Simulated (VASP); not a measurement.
A run of VASP 6.6.1 is set up as follows.

The input INCAR:

```
ALGO = Normal ; EDIFF = 1E-6
ENCUT = 520 ; GGA = PS
ISIF = 2 ; ISMEAR = 1
LASPH = T ; LCHARG = F
LREAL = F ; LWAVE = F
NBANDS = 18 ; NELM = 100
PREC = Accurate ; SIGMA = 0.1
```

The input KPOINTS:

```
k-points
0
Gamma
  9 9 6
```

POSCAR

```
PtSe2
1.0
    3.7240000000      0.0000000000      0.0000000000
   -1.8620000000      3.2250790000      0.0000000000
    0.0000000000      0.0000000000      5.0620000000
Pt Se
1 2
Direct
    0.0000000000      0.0000000000      0.0000000000
    0.3333333333      0.6666666667      0.2500000000
    0.6666666667      0.3333333333      0.7500000000
```

Potentials or basis: VASP PAW PBE potentials, release 64 (Pt, Se).

Command:

```bash
$ cat potpaw_PBE.64/Pt/POTCAR potpaw_PBE.64/Se/POTCAR > POTCAR
$ mpirun -np 1 vasp_std > vasp.out
```

Problem. What does it give for the largest force?

Solution. 0.334 eV/Å.

Problem. What does it give for the pressure?

Solution. 2.2 GPa.

Problem. What does it give for the band gap on the k mesh?

Solution. Zero (band 11 reaches 6.81 eV, above the bottom of band 12 at 6.39 eV).

Forces on the atoms (eV/Å):
```
Pt   0.000  0.000  0.000
Se   0.000  0.000  0.334
Se   0.000  0.000 -0.334
```

Caveat: the PAW data sets were made with another functional, which shifts forces and pressure a little; spin-orbit coupling is left out, which moves the levels of the heavy elements.
